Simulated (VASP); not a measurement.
WC: single point with PBEsol

Crystal: WC.

```xyz
2
Lattice="0.0000 2.1927 2.1927 2.1927 0.0000 2.1927 2.1927 2.1927 0.0000" Properties=species:S:1:pos:R:3 pbc="T T T"
W     0.0000   -0.0884   -0.0884
C     2.1927    2.1927    2.1927
```

This cell differs from its parent crystal: all W atoms moved +0.125 Å, as atom 1 towards its neighbour atom 1 (W) at 3.101 Å.

- Program: VASP 6.6.1
- Task: single point
- Functional: PBEsol
- Potentials or basis: VASP PAW PBE potentials, release 64 (W_sv, C)
- Cutoff: 520 eV
- k mesh: 18 × 18 × 18
- Occupations: gaussian, width 0.15 eV
- Spin: no spin polarisation

The pressure is -6.7 GPa. The largest force is 0.887 eV/Å. The band gap on the k mesh is zero (band 9 reaches 13.27 eV, above the bottom of band 10 at 10.19 eV).

Forces in eV/Å, atoms in the order of the input:
```
W    0.000  0.627  0.627
C    0.000 -0.627 -0.627
```

Stress tensor (GPa, compression positive):
```
-9.37  0.00  0.00
 0.00 -5.30 -0.28
 0.00 -0.28 -5.30
```

Levels at points of the mesh, in eV from the Fermi level:
| k point | band 5 | band 6 | band 7 | band 8 | band 9 | band 10 | band 11 | band 12 | band 13 | band 14 |
| --- | --- | --- | --- | --- | --- | --- | --- | --- | --- | --- |
| (0.00, 0.00, 0.00) | -15.72 | -3.10 | -3.05 | -2.71 | -2.03 | -1.31 | -0.55 | -0.06 | 0.23 | 6.51 |
| (0.50, 0.00, 0.00) | -11.19 | -9.65 | -6.55 | -6.51 | 1.07 | 1.12 | 2.40 | 4.88 | 8.80 | 8.90 |
| (0.00, 0.50, 0.00) | -11.10 | -9.75 | -6.49 | -6.41 | 1.07 | 1.07 | 2.36 | 4.65 | 8.48 | 8.86 |
| (0.50, 0.50, 0.00) | -13.46 | -5.86 | -5.51 | -2.50 | -2.27 | 1.02 | 2.32 | 2.33 | 5.28 | 7.26 |
| (0.00, 0.50, 0.50) | -13.46 | -5.97 | -5.54 | -2.59 | -2.10 | 1.11 | 2.33 | 2.33 | 5.51 | 7.15 |

Run time: 77 s on 1 thread of Intel(R) Xeon(R) 6975P-C (Granite Rapids), on a shared host, peak memory 0.37 GiB.

Caveat: the cell differs from its parent crystal (all W atoms moved +0.125 Å, as atom 1 towards its neighbour atom 1 (W) at 3.101 Å); the PAW data sets were made with another functional, which shifts forces and pressure a little; spin-orbit coupling is left out, which moves the levels of the heavy elements.
